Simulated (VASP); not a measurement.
Wanted: the native input for a VASP 6.6.1 run.

- Task: relaxation of cell and atoms
- Functional: PBE
- Potentials or basis: VASP PAW PBE potentials, release 64 (Ba_sv, S)
- Cutoff: 600 eV
- k mesh: 7 × 7 × 7
- Occupations: fermi-dirac, width 0.05 eV
- Spin: no spin polarisation
- Dipole correction: no
- Further INCAR settings: ALGO = Normal; EDIFF = 1e-07; IBRION = 2; EDIFFG = -0.005; NSW = 80; ISIF = 3

The structure of BaS lies in POSCAR:

```
BaS
1.0
    0.0000000000      3.1937500000      3.1937500000
    3.1937500000      0.0000000000      3.1937500000
    3.1937500000      3.1937500000      0.0000000000
Ba S
1 1
Direct
    0.0000000000      0.0000000000      0.0000000000
    0.5000000000      0.5000000000      0.5000000000
```

These files were run (other wordings do the same):

INCAR

```
SYSTEM = BaS
PREC = Accurate
ENCUT = 600
EDIFF = 1E-7
ISMEAR = -1
SIGMA = 0.05
LREAL = .False.
LASPH = .True.
NELM = 100
ALGO = Normal
ISIF = 3
LWAVE = .False.
LCHARG = .False.
GGA = PE
IBRION = 2
NSW = 80
EDIFFG = -0.005
```

KPOINTS

```
regular mesh
0
Gamma
  7 7 7
  0 0 0
```

Potentials or basis: VASP PAW PBE potentials, release 64 (Ba_sv, S).

Command:

```console
$ cat potpaw_PBE.64/Ba_sv/POTCAR potpaw_PBE.64/S/POTCAR > POTCAR
$ mpirun -np 1 vasp_std > vasp.out
```

Results of the run:

```
Relaxed volume                         : 33.65 Å³/atom
Relaxed cell                           : a = 4.566 Å, b = 4.566 Å, c = 4.566 Å, α = 60.00°, β = 60.00°, γ = 60.00°
Space group after relaxing (to 0.05 Å) : Fm-3m (No. 225)
Energy gained by relaxing              : 4.7 meV/atom
Ionic steps                            : 3
Pressure after relaxing                : 0.0 GPa
Band gap on the k mesh                 : 2.22 eV, indirect (least direct gap 2.38 eV)
```

Caveat: spin-orbit coupling is left out, which moves the levels of the heavy elements.

Wall time 27 s on 1 thread of Intel(R) Xeon(R) Platinum 8488C (Sapphire Rapids) (shared host), peak memory 0.21 GiB.
